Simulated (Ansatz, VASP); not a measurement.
Mo3Ru: VASP beside Ansatz

```
CELL_PARAMETERS angstrom
0.00000 3.13348 3.13348
3.13348 0.00000 3.13348
3.13348 3.13348 0.00000
ATOMIC_POSITIONS crystal
Mo 0.75000 0.75000 0.75000
Mo 0.50000 0.50000 0.50000
Mo 0.25000 0.25000 0.25000
Ru 0.00000 0.00000 0.00000
```

Alike in both runs: functional PBE; k mesh 6 × 6 × 6; occupations gaussian, width 0.1 eV; no spin polarisation.

Ansatz relaxed the structure, and its values are those at the end. VASP's run is a single point on that final structure, the one shown.

|  | VASP | Ansatz |
| --- | --- | --- |
| version | VASP 6.6.1 | Ansatz 0.2.0 |
| potentials or method | VASP PAW PBE potentials, release 64 (Mo_sv, Ru_pv), cutoff 520 eV | scalar-relativistic, plane waves, PAW |
| valence electrons in the cell | 56 | 58 |

Ansatz gave:

```
gap on the k mesh at the Fermi level (eV) : none
pressure (GPa)                            : 0.0
```

Problem. Estimate VASP's values.

Solution. gap on the k mesh at the Fermi level (eV): none; pressure (GPa): 0.3.

A gap of «none» marks a metal or a gap that the smearing closes. With one functional, cell and mesh, what is left measures potentials, basis and numerics. VASP's potentials hold 56 valence electrons a cell and Ansatz's 58, so a difference there can come from the potentials and not from the codes.
